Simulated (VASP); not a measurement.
Set up this calculation in VASP 6.6.1, as the native input.

```yaml
Task: single point
Functional: r2SCAN
Potentials_or_basis: VASP PAW PBE potentials, release 64 (Sn_d, Se)
Cutoff: 520 eV
k_mesh: 6 × 6 × 3
Occupations: gaussian, width 0.05 eV
Spin: no spin polarisation
Dipole_correction: no
Further_INCAR_settings: ALGO = Normal; EDIFF = 1e-06; NBANDS = 28
```

SnSe, a slab with vacuum:

```
CELL_PARAMETERS angstrom
-4.28533 0.00000 0.00000
0.00000 -4.28533 0.00000
0.00000 0.00000 16.99069
ATOMIC_POSITIONS crystal
Sn 0.50000 0.00000 0.24078
Sn 0.00000 0.50000 0.40608
Se 0.50000 0.00000 0.39849
Se 0.00000 0.50000 0.24837
```

This cell differs from its parent crystal: the distance across one plane changed.

The input as run:

POSCAR

```
SnSe
1.0
   -4.2853274191      0.0000000000      0.0000000000
    0.0000000000     -4.2853274191      0.0000000000
    0.0000000000      0.0000000000     16.9906921300
Sn Se
2 2
Direct
    0.5000000000      0.0000000000      0.2407821599
    0.0000000000      0.5000000000      0.4060833148
    0.5000000000      0.0000000000      0.3984946771
    0.0000000000      0.5000000000      0.2483707976
```

INCAR.step1

```
ALGO = Normal ; EDIFF = 1E-4
ENCUT = 520 ; GGA = PE
ISMEAR = 0 ; LASPH = T
LCHARG = F ; LREAL = F
LWAVE = T ; NBANDS = 28
NELM = 100 ; PREC = Accurate
SIGMA = 0.05
```

INCAR.step2

```
ALGO = Normal ; EDIFF = 1E-6
ENCUT = 520 ; ISIF = 2
ISMEAR = 0 ; ISTART = 1
LASPH = T ; LCHARG = T
LELF = T ; LMIXTAU = T
LREAL = F ; LVHAR = T
LWAVE = F ; METAGGA = R2SCAN
NBANDS = 28 ; NELM = 100
PREC = Accurate ; SIGMA = 0.05
```

KPOINTS

```
k-points
0
Gamma
  6 6 3
```

Potentials or basis: VASP PAW PBE potentials, release 64 (Sn_d, Se).

Run with:

```sh
$ cat potpaw_PBE.64/Sn_d/POTCAR potpaw_PBE.64/Se/POTCAR > POTCAR
$ cp INCAR.step1 INCAR
$ mpirun -np 1 vasp_std > vasp.out
$ cp INCAR.step2 INCAR
$ mpirun -np 1 vasp_std > vasp.out
```

It gave:

| Quantity | Value |
| --- | --- |
| Largest force | 0.011 eV/Å |
| Band gap on the k mesh | 1.77 eV |

Caveat: the cell differs from its parent crystal (the distance across one plane changed); there is no dipole correction, which matters where the two faces differ; the PAW data sets were made with another functional, which shifts forces and pressure a little; spin-orbit coupling is left out, which moves the levels of the heavy elements.

Run time: 13 min on 1 thread of Intel(R) Xeon(R) Platinum 8488C (Sapphire Rapids), with other jobs on the host, peak memory 0.47 GiB.
